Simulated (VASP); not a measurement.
Input of a VASP 6.6.1 run:

INCAR

```
SYSTEM = ZnS
PREC = Accurate ; ENCUT = 520
EDIFF = 1E-7 ; ISMEAR = 0
SIGMA = 0.01 ; LREAL = .FALSE.
LASPH = .TRUE. ; NELM = 60
ALGO = Normal ; ISIF = 2
LWAVE = .FALSE. ; LCHARG = .FALSE.
GGA = PE ; NBANDS = 26
```

The input KPOINTS:

```
Automatic mesh
0
G
  6 6 4
  0 0 0
```

Contents of POSCAR:

```
ZnS
1.0
    3.8054508206      0.0000000000      0.0000000000
   -1.9027254103      3.2956170835      0.0000000000
    0.0000000000      0.0000000000      6.2439930788
Zn S
2 2
Direct
    0.3333333333      0.6666666667      0.0003381272
    0.6666666667      0.3333333333      0.5003381272
    0.3333333333      0.6666666667      0.3746618728
    0.6666666667      0.3333333333      0.8746618728
```

Potentials or basis: VASP PAW PBE potentials, release 64 (Zn, S).

Launch:

```bash
$ cat potpaw_PBE.64/Zn/POTCAR potpaw_PBE.64/S/POTCAR > POTCAR
$ mpirun -np 1 vasp_std > vasp.out
```

(1) Predict the pressure.

(2) Estimate the band gap on the k mesh.

(3) Estimate the largest force.

## Answers

(1) 2.4 GPa.

(2) 2.22 eV, direct.

(3) 0.005 eV/Å.
